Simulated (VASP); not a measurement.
# Sb (Pm-3m) in VASP: further runs

Sb is run at these levels: RPBE, PBE; tasks: single point, relaxation of cell and atoms.

Program: VASP 6.6.1. These are calculated values, not measurements. Logs are shortened: lines on timing, memory, paths and dates and some standing lists are left out, and cuts for length are marked.

### Step 1. The cell of the first run

Symmetry: Pm-3m, No. 221, cubic system. The conventional cell has a = 3.139 Å, b = 3.139 Å, c = 3.139 Å, α = 90.00°, β = 90.00°, γ = 90.00°. Sb (site symmetry m-3m) has 6 Sb at 3.14 Å within 4.1 Å.

### Step 2. Single point, RPBE (volume scaled by 1.04)

The input, INCAR:

```
PREC = Accurate
ENCUT = 520
EDIFF = 1E-7
ISMEAR = 0
SIGMA = 0.05
LREAL = F
LASPH = T
NELM = 80
ALGO = Normal
ISIF = 2
LWAVE = F
LCHARG = F
GGA = RP
NBANDS = 8
```

The input, KPOINTS:

```
Automatic mesh
0
Gamma
  8 8 8
```

The input, POSCAR:

```
Sb
1.0
    3.1386352992      0.0000000000      0.0000000000
    0.0000000000      3.1386352992      0.0000000000
    0.0000000000      0.0000000000      3.1386352992
Sb
1
Direct
    0.0000000000      0.0000000000      0.0000000000
```

Potentials or basis: VASP PAW PBE potentials, release 64 (Sb).

On the command line:

```sh
cat potpaw_PBE.64/Sb/POTCAR > POTCAR
mpirun -np 1 vasp_std > vasp.out
```

OUTCAR:

```text
PREC = Accurate
   ENCUT = 520
   EDIFF = 1E-7
   ISMEAR = 0
   LREAL = F
   LASPH = T
   NELM = 80
   ISIF = 2
   GGA = RP

 ion  position               nearest neighbor table
   1  0.000  0.000  0.000-

  LATTYP: Found a simple cubic cell.
 ALAT       =     3.1386352992

  Lattice vectors:

 A1 = (   3.1386352992,   0.0000000000,   0.0000000000)
 A2 = (   0.0000000000,   3.1386352992,   0.0000000000)
 A3 = (   0.0000000000,   0.0000000000,   3.1386352992)

Analysis of symmetry for initial positions (statically):
=====================================================================
 Subroutine PRICEL returns:
 Original cell was already a primitive cell.

 Routine SETGRP: Setting up the symmetry group for a
 simple cubic supercell.

 Subroutine GETGRP returns: Found 48 space group operations
 (whereof 48 operations were pure point group operations)
 out of a pool of 48 trial point group operations.

The static configuration has the point symmetry O_h .

Analysis of symmetry for dynamics (positions and initial velocities):
=====================================================================
 Subroutine PRICEL returns:
 Original cell was already a primitive cell.

 Routine SETGRP: Setting up the symmetry group for a
 simple cubic supercell.

 Subroutine GETGRP returns: Found 48 space group operations
 (whereof 48 operations were pure point group operations)
 out of a pool of 48 trial point group operations.

The dynamic configuration has the point symmetry O_h .

 Subroutine INISYM returns: Found 48 space group operations
 (whereof 48 operations are pure point group operations),
 and found     1 'primitive' translations

----------------------------------------------------------------------------------------

                                     Primitive cell

  volume of cell :      30.9188

  direct lattice vectors                    reciprocal lattice vectors
     3.138635299  0.000000000  0.000000000     0.318609811  0.000000000  0.000000000
     0.000000000  3.138635299  0.000000000     0.000000000  0.318609811  0.000000000
     0.000000000  0.000000000  3.138635299     0.000000000  0.000000000  0.318609811

  length of vectors
     3.138635299  3.138635299  3.138635299     0.318609811  0.318609811  0.318609811

  position of ions in fractional coordinates (direct lattice)
     0.000000000  0.000000000  0.000000000

  ion indices of the primitive-cell ions
   primitive index   ion index
                 1           1

----------------------------------------------------------------------------------------

 KPOINTS: Automatic mesh

Automatic generation of k-mesh.
 Grid dimensions read from file:
 generate k-points for:    8    8    8

 Generating k-lattice:

  Cartesian coordinates                     Fractional coordinates (reciprocal lattice)
     0.039826226  0.000000000  0.000000000     0.125000000  0.000000000  0.000000000
     0.000000000  0.039826226  0.000000000     0.000000000  0.125000000  0.000000000
     0.000000000  0.000000000  0.039826226     0.000000000  0.000000000  0.125000000

  Length of vectors
     0.039826226  0.039826226  0.039826226

  Shift w.r.t. Gamma in fractional coordinates (k-lattice)
     0.000000000  0.000000000  0.000000000

 Subroutine IBZKPT returns following result:
 ===========================================

 Found     35 irreducible k-points:

 Following reciprocal coordinates:
            Coordinates               Weight
  0.000000  0.000000  0.000000      1.000000
  0.125000  0.000000  0.000000      6.000000
  0.250000  0.000000  0.000000      6.000000
  0.375000  0.000000  0.000000      6.000000
  0.500000  0.000000  0.000000      3.000000
  0.125000  0.125000  0.000000     12.000000
[... 16 lines left out ...]
  0.375000  0.375000  0.125000     24.000000
  0.500000  0.375000  0.125000     24.000000
 [... further k-points ...]
   k-points           NKPTS =     35   k-points in BZ     NKDIM =     35   number of bands    NBANDS=      8
   number of dos      NEDOS =    301   number of ions     NIONS =      1
   total plane-waves  NPLWV =  13824
   dimension x,y,z NGX =    24 NGY =   24 NGZ =   24
   dimension x,y,z NGXF=    48 NGYF=   48 NGZF=   48
   ions per type =               1
   NGX,Y,Z   is equivalent  to a cutoff of  12.71, 12.71, 12.71 a.u.
   NGXF,Y,Z  is equivalent  to a cutoff of  25.42, 25.42, 25.42 a.u.
 SYSTEM =  unknown system
   PREC   = accura    normal or accurate (medium, high low for compatibility)
   ISTART =      0    job   : 0-new  1-cont  2-samecut
   ICHARG =      2    charge: 1-file 2-atom 10-const
   ISPIN  =      1    spin polarized calculation?
   LNONCOLLINEAR =      F non collinear calculations
   LSORBIT =      F    spin-orbit coupling
   LASPH  =      T    aspherical Exc in radial PAW
   ENCUT  =  520.0 eV  38.22 Ry    6.18 a.u.   5.84  5.84  5.84*2*pi/ulx,y,z
   NELM   =     80;   NELMIN=  2; NELMDL= -5     # of ELM steps
   EDIFF  = 0.1E-06   stopping-criterion for ELM
   LREAL  =      F    real-space projection
   EDIFFG = 0.1E-05   stopping-criterion for IOM
   NSW    =      0    number of steps for IOM
   IBRION =     -1    ionic relax: 0-MD 1-quasi-New 2-CG
   NFREE  =      0    steps in history (QN), initial steepest desc. (CG)
   ISIF   =      2    stress and relaxation
   ISYM   =      2    0-nonsym 1-usesym 2-fastsym
   POTIM  = 0.5000    time-step for ionic-motion
   TEBEG  =    0.0;   TEEND  =   0.0 temperature during run
   PSTRESS=    0.0 pullay stress
   NELECT =       5.0000    total number of electrons
   NUPDOWN=      -1.0000    fix difference up-down
   EMIN   =  10.00;   EMAX   =-10.00  energy-range for DOS
   EFERMI =   0.00;   METHOD = LEGACY
   ISMEAR =     0;   SIGMA  =   0.05  broadening in eV -4-tet -1-fermi 0-gaus
   EFERMI_NEDOS =   21; number of points for ismear=-14 and -15
   IALGO  =     38    algorithm
   IMIX   =      4    mixing-type and parameters
     AMIX     =   0.40;   BMIX     =  1.00
     AMIX_MAG =   1.60;   BMIX_MAG =  1.00
  volume/ion in A,a.u.               =      30.92       208.65
  Fermi-wavevector in a.u.,A,eV,Ry     =   0.891916  1.685477 10.823628  0.795514
  Thomas-Fermi vector in A             =   2.013798
   LORBIT       =      0    0 simple, 1 ext, 2 COOP (PROOUT), +10 PAW based schemes
   GGA     = RP    functional components
   LHFCALC =     F    Hartree Fock is set to
   AEXX    =    0.0000 exact exchange contribution
   IVDW    =     0    specifies the selected vdW correction
   LEPSILON=     F    determine dielectric tensor
   LRPA    =     F    only Hartree local field effects (RPA)
 non-spin polarized calculation
 Gauss-broadening in eV      SIGMA  =   0.05
  energy-cutoff  :      520.00
  volume of cell :       30.92
 maximum number of plane-waves:       852
 NGX is ok and might be reduce to    24
   NGX = 11   NGY = 11   NGZ = 11

 number of electron       5.0000000 magnetization

 Free energy of the ion-electron system (eV)
  ---------------------------------------------------
  ext. energy  EPLUGINS =         0.00000000
  ---------------------------------------------------
  free energy    TOTEN  =        -3.70311144 eV

  energy without entropy =       -3.70048124  energy(sigma->0) =       -3.70179634

 E-fermi :   6.7402     XC(G=0):  -9.4051

 val. band max:        6.7364506746   @ k =   0.3750   0.2500   0.1250
 cond. band min:       6.9884061372   @ k =   0.5000   0.2500   0.0000
 fundamental gap:      0.2519554626
 Fermi energy:         6.7401500261

 k-point     1 :       0.0000    0.0000    0.0000
  band No.  band energies     occupation
      1      -5.3105      2.00000
      2       9.9805      0.00000
      3       9.9805      0.00000
      4       9.9805      0.00000
      5      13.6363      0.00000
      6      13.6363      0.00000
      7      14.9160      0.00000
      8      24.1911      0.00000

 k-point     2 :       0.1250    0.0000    0.0000
  band No.  band energies     occupation
      1      -5.0934      2.00000
      2       7.8472      0.00000
      3      10.1911      0.00000
      4      10.1911      0.00000
      5      13.8118      0.00000
      6      14.5348      0.00000
      7      16.6448      0.00000
      8      22.6261      0.00000

 k-point     3 :       0.2500    0.0000    0.0000
  band No.  band energies     occupation
      1      -4.4673      2.00000
      2       4.9115      2.00000
      3      10.7680      0.00000
      4      10.7680      0.00000
      5      14.3254      0.00000
      6      15.2099      0.00000
      7      20.1304      0.00000
      8      20.5268      0.00000

 k-point     4 :       0.3750    0.0000    0.0000
  band No.  band energies     occupation
      1      -3.5737      2.00000
      2       2.5278      2.00000
      3      11.4970      0.00000
      4      11.4970      0.00000
      5      15.0971      0.00000
      6      16.2130      0.00000
      7      18.8206      0.00000
      8      18.8206      0.00000

 k-point     5 :       0.5000    0.0000    0.0000
  band No.  band energies     occupation
      1      -3.0162      2.00000
      2       1.4620      2.00000
      3      11.8774      0.00000
      4      11.8774      0.00000
      5      15.6389      0.00000
      6      17.3381      0.00000
      7      18.0813      0.00000
      8      18.1067      0.00000
[... 177 lines left out ...]
 k-point    22 :       0.5000    0.2500    0.1250
  band No.  band energies     occupation
      1      -1.9302      2.00000
      2       2.4464      2.00000
      3       7.1846      0.00000
      4      10.7665      0.00000
      5      12.2149      0.00000
      6      15.6084      0.00000
      7      19.0545      0.00000
      8      20.0757      0.00000

 k-point    23 :       0.3750    0.3750    0.1250
  band No.  band energies     occupation
      1      -1.5771      2.00000
      2       4.1515      2.00000
      3       4.4688      2.00000
      4      10.9180      0.00000
      5      11.2274      0.00000
      6      17.0634      0.00000
      7      17.3784      0.00000
      8      19.9447      0.00000

 k-point    24 :       0.5000    0.3750    0.1250
  band No.  band energies     occupation
      1      -0.9845      2.00000
      2       3.1989      2.00000
      3       4.7487      2.00000
      4      10.1784      0.00000
      5      11.5487      0.00000
      6      16.4245      0.00000
      7      17.7389      0.00000
      8      20.5227      0.00000

 [... further k-points ...]
[... 5 lines left out ...]
  --------------------------------------------------------------------------------------
  -------------------------------------------------------------------------------------
  Total       -0.0180999     -0.0180999     -0.0180999     -0.0000000      0.0000000      0.0000000
  in kB       -0.9379157     -0.9379157     -0.9379157     -0.0000000      0.0000000      0.0000000
  external PRESSURE =      -0.9379157 kB  Pullay stress =       0.0000000 kB

 VOLUME and BASIS-vectors are now :
 -----------------------------------------------------------------------------
  energy-cutoff  :      520.00
  volume of cell :       30.92
      direct lattice vectors                 reciprocal lattice vectors
     3.138635299  0.000000000  0.000000000     0.318609811  0.000000000  0.000000000
     0.000000000  3.138635299  0.000000000     0.000000000  0.318609811  0.000000000
     0.000000000  0.000000000  3.138635299     0.000000000  0.000000000  0.318609811

 POSITION                                       TOTAL-FORCE (eV/Angst)
 -----------------------------------------------------------------------------------
      0.00000      0.00000      0.00000         0.000000      0.000000      0.000000
 -----------------------------------------------------------------------------------
    total drift:                                0.000000      0.000000      0.000000

  FREE ENERGIE OF THE ION-ELECTRON SYSTEM (eV)
  ---------------------------------------------------
  free  energy   TOTEN  =        -3.7031114406 eV

  energy  without entropy=       -3.7004812393  energy(sigma->0) =       -3.70179634
```

It took 12 s on 1 thread of Intel Xeon 6975P-C, shared host; peak memory 0.14 GiB.

Results:

| Property | Result |
| --- | --- |
| Free energy | -3.7031 eV |
| Pressure | -0.1 GPa |

Levels at points of the mesh, in eV from the Fermi level:
```csv
k point,band 1,band 2,band 3,band 4,band 5,band 6
"(0.00, 0.00, 0.00)",-12.05,3.24,3.24,3.24,6.90,6.90
"(0.50, 0.00, 0.00)",-9.76,-5.28,5.14,5.14,8.90,10.60
"(0.50, 0.50, 0.00)",-7.33,-3.33,-3.33,2.39,7.06,12.57
"(0.50, 0.50, 0.50)",-4.64,-1.50,-1.50,-1.50,4.92,4.92
```

Caveat: the cell differs from its parent crystal (volume scaled by 1.04); the PAW data sets were made with another functional, which shifts forces and pressure a little; spin-orbit coupling is left out, which moves the levels of the heavy elements.

### Step 3. Relaxation of cell and atoms, RPBE (volume scaled by 1.04)

The input, INCAR:

```
ALGO = Normal
EDIFF = 1E-6
EDIFFG = -0.005
ENCUT = 600
GGA = RP
IBRION = 2
ISIF = 3
ISMEAR = 0
LASPH = T
LCHARG = F
LREAL = F
LWAVE = F
NELM = 60
NSW = 80
PREC = Accurate
SIGMA = 0.05
```

The input, KPOINTS:

```
k-points
0
Gamma
  8 8 8
```

The input, POSCAR:

```
Sb
1.0
    3.2015837161      0.0000000000      0.0000000000
    0.0000000000      3.2015837161      0.0000000000
    0.0000000000      0.0000000000      3.2015837161
Sb
1
Direct
    0.0000000000      0.0000000000      0.0000000000
```

Potentials or basis: VASP PAW PBE potentials, release 64 (Sb).

On the command line:

```sh
cat potpaw_PBE.64/Sb/POTCAR > POTCAR
mpirun -np 1 vasp_std > vasp.out
```

Run time: 31 s. Hardware: 1 thread of Intel Xeon 6975P-C, shared host; peak memory 0.17 GiB.

Results (log left out):

- Free energy: -3.7032 eV
- Relaxed volume: 30.86 Å³/atom
- Relaxed cell: a = 3.137 Å, b = 3.137 Å, c = 3.137 Å, α = 90.00°, β = 90.00°, γ = 90.00°
- Space group after relaxing (to 0.05 Å): Pm-3m (No. 221)
- Energy gained by relaxing: 18.4 meV/atom
- Ionic steps: 3
- Pressure after relaxing: 0.0 GPa

Step by step:
```csv
step,energy change (eV),largest force (eV/Å),pressure (GPa),volume (Å³)
1,0.0000,0.0000,-2.83,32.82
2,-0.0154,0.0000,1.35,30.14
3,-0.0184,0.0000,0.01,30.86
```

Final structure:
```xyz
1
Lattice="3.1367 0.0000 0.0000 0.0000 3.1367 0.0000 0.0000 0.0000 3.1367" Properties=species:S:1:pos:R:3 pbc="T T T"
Sb    0.0000    0.0000    0.0000
```

Levels at points of the mesh, in eV from the Fermi level:
```tsv
k point	band 1	band 2	band 3	band 4	band 5	band 6
(0.00, 0.00, 0.00)	-12.06	3.25	3.25	3.25	6.90	6.90
(0.50, 0.00, 0.00)	-9.76	-5.29	5.15	5.15	8.90	10.60
(0.50, 0.50, 0.00)	-7.33	-3.34	-3.34	2.38	7.07	12.59
(0.50, 0.50, 0.50)	-4.62	-1.50	-1.50	-1.50	4.92	4.92
```

Caveat: the cell differs from its parent crystal (volume scaled by 1.04); the PAW data sets were made with another functional, which shifts forces and pressure a little; spin-orbit coupling is left out, which moves the levels of the heavy elements.

### Step 4. Single point, PBE

This run uses another cell than the first one, of 31.55 Å³/atom, 1.021 times its volume.

The input, INCAR:

```
SYSTEM = Sb
PREC = Accurate ; ENCUT = 520
EDIFF = 1E-6 ; ISMEAR = 0
SIGMA = 0.1 ; LREAL = .FALSE.
LASPH = .TRUE. ; NELM = 80
ALGO = Normal ; ISIF = 2
LWAVE = .FALSE. ; LCHARG = .FALSE.
GGA = PE ; NBANDS = 8
```

The input, KPOINTS:

```
regular mesh
0
G
  8 8 8
  0 0 0
```

The input, POSCAR:

```
Sb
1.0
    3.1600000000      0.0000000000      0.0000000000
    0.0000000000      3.1600000000      0.0000000000
    0.0000000000      0.0000000000      3.1600000000
Sb
1
Direct
    0.0000000000      0.0000000000      0.0000000000
```

On the command line:

```sh
cat potpaw_PBE.64/Sb/POTCAR > POTCAR
mpirun -np 1 vasp_std > vasp.out
```

It took 3.7 s on 1 thread of Intel Xeon 6975P-C, shared host; peak memory 0.13 GiB.

Results (log left out):

```yaml
Free_energy: -4.0679 eV
Pressure: -2.3 GPa
```

Levels at points of the mesh, in eV from the Fermi level:
```tsv
k point	band 1	band 2	band 3	band 4	band 5	band 6	band 7
(0.00, 0.00, 0.00)	-11.92	3.17	3.17	3.17	6.92	6.92	7.97
(0.50, 0.00, 0.00)	-9.70	-5.15	5.00	5.00	8.90	10.50	11.15
(0.50, 0.50, 0.00)	-7.36	-3.24	-3.24	2.44	6.83	12.44	13.14
(0.50, 0.50, 0.50)	-4.80	-1.46	-1.46	-1.46	4.96	4.96	4.96
```

Caveat: spin-orbit coupling is left out, which moves the levels of the heavy elements.

### Step 5. Summary

| task | level | cell | cutoff (eV) | smearing | gap on the mesh (eV) | pressure (GPa) |
| --- | --- | --- | --- | --- | --- | --- |
| single point | RPBE | a = 3.139 Å, 1 atom | 520 | gaussian 0.05 eV | none | -0.1 |
| relaxation of cell and atoms | RPBE | relaxed from a = 3.202 Å, 1 atom | 600 | gaussian 0.05 eV | none | 0.0 |
| single point | PBE | a = 3.160 Å, 1 atom | 520 | gaussian 0.1 eV | none | -2.3 |

Alike in all rows: potentials or basis VASP PAW PBE potentials, release 64 (Sb); no spin polarisation; k mesh 8 × 8 × 8.

Caveats: spin-orbit coupling is left out, which moves the levels of the heavy elements; the PAW data sets were made with another functional, which shifts forces and pressure a little (some runs).

Absolute energies hang on the potentials; compare differences alone.
